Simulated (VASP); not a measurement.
Input of a VASP 6.6.1 run:

File POSCAR:

```
TiC
1.0
    0.0000000000      2.2289200000      2.1964600000
    2.2289200000      0.0000000000      2.1964600000
    2.2289200000      2.2289200000      0.0000000000
Ti C
1 1
Direct
    0.0000000000      0.0000000000      0.0000000000
    0.5000000000      0.5000000000      0.5000000000
```

INCAR.step1

```
SYSTEM = TiC
PREC = Accurate
ENCUT = 520
ISMEAR = 0
SIGMA = 0.15
LREAL = .False.
LASPH = .True.
NELM = 60
NBANDS = 15
GGA = PE
ALGO = Normal
EDIFF = 1E-4
LWAVE = .True.
LCHARG = .False.
```

The input INCAR.step2:

```
SYSTEM = TiC
PREC = Accurate
ENCUT = 520
EDIFF = 1E-7
ISMEAR = 0
SIGMA = 0.15
LREAL = .False.
LASPH = .True.
NELM = 60
ALGO = Normal
ISIF = 2
LWAVE = .False.
LCHARG = .False.
METAGGA = R2SCAN
LMIXTAU = .True.
NBANDS = 15
ISTART = 1
```

The input KPOINTS:

```
regular mesh
0
Gamma
  18 18 18
  0 0 0
```

Potentials or basis: VASP PAW PBE potentials, release 64 (Ti_sv, C).

The run is started by

```sh
$ cat potpaw_PBE.64/Ti_sv/POTCAR potpaw_PBE.64/C/POTCAR > POTCAR
$ cp INCAR.step1 INCAR
$ mpirun -np 1 vasp_std > vasp.out
$ cp INCAR.step2 INCAR
$ mpirun -np 1 vasp_std > vasp.out
```

(1) Predict the band gap on the k mesh.

(2) What does it give for the pressure?

Results:

(1) zero (bands 8 and 9 overlap by 1.41 eV).

(2) -15.9 GPa.

Caveat: the cell differs from its parent crystal (strain +0.030 along x and y, +0.015 along z); the cell stands under tension; the PAW data sets were made with another functional, which shifts forces and pressure a little.
